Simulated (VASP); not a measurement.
Write the native input for VASP 6.6.1 that does the following.

| Item | Value |
| --- | --- |
| Task | relaxation of cell and atoms |
| Functional | PBEsol |
| Potentials or basis | VASP PAW PBE potentials, release 64 (Ga_d) |
| Cutoff | 600 eV |
| k mesh | 12 × 12 × 7 |
| Occupations | fermi-dirac, width 0.1 eV |
| Spin | no spin polarisation |
| Dipole correction | no |
| Further INCAR settings | ALGO = Normal; EDIFF = 1e-06; IBRION = 2; EDIFFG = -0.01; NSW = 80; ISIF = 3 |

The structure of Ga lies in POSCAR:

```
Ga
1.0
    3.0261186087      0.0000000000      0.0000000000
   -1.5130593044      2.6206955900      0.0000000000
    0.0000000000      0.0000000000      4.9416516880
Ga
2
Direct
    0.3333333333      0.6666666667      0.2500000000
    0.6666666667      0.3333333333      0.7500000000
```

This isn't the form of Ga at room conditions, which is orthorhombic.

The input as run:

INCAR

```
SYSTEM = Ga
ALGO     = Normal         ! electronic algorithm
EDIFF    = 1E-6           ! SCF threshold, eV
EDIFFG   = -0.01          ! ionic threshold
ENCUT    = 600            ! plane-wave cutoff, eV
GGA      = PS             ! functional
IBRION   = 2              ! ionic algorithm
ISIF     = 3              ! what is computed and relaxed
ISMEAR   = -1             ! smearing method
LASPH    = .True.         ! aspherical terms in the spheres
LCHARG   = .False.        ! write CHGCAR
LREAL    = .False.        ! projectors in reciprocal space
LWAVE    = .False.        ! write WAVECAR
NELM     = 100            ! most SCF steps
NSW      = 80             ! ionic steps
PREC     = Accurate       ! precision mode
SIGMA    = 0.1            ! smearing width, eV
```

KPOINTS

```
k-points
0
Gamma
  12 12 7
  0 0 0
```

Potentials or basis: VASP PAW PBE potentials, release 64 (Ga_d).

Launch:

```bash
$ cat potpaw_PBE.64/Ga_d/POTCAR > POTCAR
$ mpirun -np 1 vasp_std > vasp.out
```

It gave:

```json
{"Relaxed volume": "17.84 Å³/atom", "Relaxed cell": "a = 2.964 Å, b = 2.964 Å, c = 4.689 Å, α = 90.00°, β = 90.00°, γ = 120.00°", "Space group after relaxing (to 0.1 Å)": "P6_3/mmc (No. 194)", "Energy gained by relaxing": "28.2 meV/atom", "Ionic steps": "6", "Pressure after relaxing": "0.1 GPa", "Band gap on the k mesh": "zero (bands 13 and 14 overlap by 6.55 eV)"}
```

Caveat: the PAW data sets were made with another functional, which shifts forces and pressure a little.

Wall time 4.7 min on 1 thread of Intel Xeon 8259CL, on a shared host, peak memory 0.2 GiB.
